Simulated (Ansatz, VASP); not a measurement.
Au: VASP beside Ansatz

INCAR

```
PREC = Accurate
ENCUT = 500
EDIFF = 1E-6
ISMEAR = 0
SIGMA = 0.1
LREAL = F
LASPH = T
NELM = 120
ALGO = Normal
ISIF = 2
LWAVE = F
LCHARG = F
GGA = PE
NBANDS = 12
GGA_COMPAT = F
```

Contents of KPOINTS:

```
Automatic mesh
0
Gamma
  18 18 18
```

Contents of POSCAR:

```
Au
1.0
    0.0000000000      2.0994667606      2.0994667606
    2.0994667606      0.0000000000      2.0994667606
    2.0994667606      2.0994667606      0.0000000000
Au
1
Direct
    0.0000000000      0.0000000000      0.0000000000
```

Input for Ansatz:

```yaml
crystal:
  lattice:
    - [0.0, 2.0994667606, 2.0994667606]
    - [2.0994667606, 0.0, 2.0994667606]
    - [2.0994667606, 2.0994667606, 0.0]
  atoms:
    - { symbol: Au, position: [0.0, 0.0, 0.0] }
basis: {}
kpoints:
  mp_grid: { grid: [18, 18, 18] }
hamiltonian:
  xc: pbe
  pseudopotentials: { kind: all_electron, lapw: {} }
scf:
  occupations: { method: gaussian, width: 0.1 }
output:
  forces: true
  stress: true
  eigenvalues: true
```

Alike in both runs: task single point; functional PBE; k mesh 18 × 18 × 18; occupations gaussian, width 0.1 eV; no spin polarisation.

|  | VASP | Ansatz |
| --- | --- | --- |
| version | VASP 6.6.1 | Ansatz 0.2.0 |
| potentials or method | VASP PAW PBE potentials, release 64 (Au), cutoff 500 eV | scalar-relativistic, all-electron LAPW |

```csv
,VASP,Ansatz,Ansatz less VASP
gap on the k mesh at the Fermi level (eV),none,none,-
pressure (GPa),-4.0,-3.8,+0.19
```

A gap of «none» marks a metal or a gap that the smearing closes. Ansatz ran all-electron here, and VASP with PAW potentials.

Neither program's run includes spin-orbit coupling.
